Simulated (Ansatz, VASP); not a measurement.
# One calculation of TaAs, two programs

```
CELL_PARAMETERS angstrom
4.32349 0.00000 0.00000
-2.16174 3.74425 0.00000
0.00000 0.00000 5.32661
ATOMIC_POSITIONS crystal
Ta 0.33333 0.66667 0.75000
Ta 0.66667 0.33333 0.25000
As 0.00000 0.00000 0.25000
As 0.00000 0.00000 0.75000
```

Alike in both runs: functional PBE; k mesh 12 × 12 × 10; occupations gaussian, width 0.1 eV; no spin polarisation.

Ansatz relaxed the structure, and its values are those at the end. VASP's run is a single point on that final structure, the one shown.

|  | VASP | Ansatz |
| --- | --- | --- |
| version | VASP 6.6.1 | Ansatz 0.2.0 |
| potentials or method | VASP PAW PBE potentials, release 64 (Ta_pv, As), cutoff 520 eV | scalar-relativistic, plane waves, PAW |
| valence electrons in the cell | 32 | 56 |

Ansatz gave:

| Property | Result |
| --- | --- |
| gap on the k mesh at the Fermi level (eV) | none |
| pressure (GPa) | 0.0 |

Question: Which values does VASP return?

Answer: gap on the k mesh at the Fermi level (eV): none; pressure (GPa): 0.3.

A gap of «none» marks a metal or a gap that the smearing closes. With one functional, cell and mesh, what is left measures potentials, basis and numerics. VASP's potentials hold 32 valence electrons a cell and Ansatz's 56, so a difference there can come from the potentials and not from the codes.

Spin-orbit coupling is off throughout.
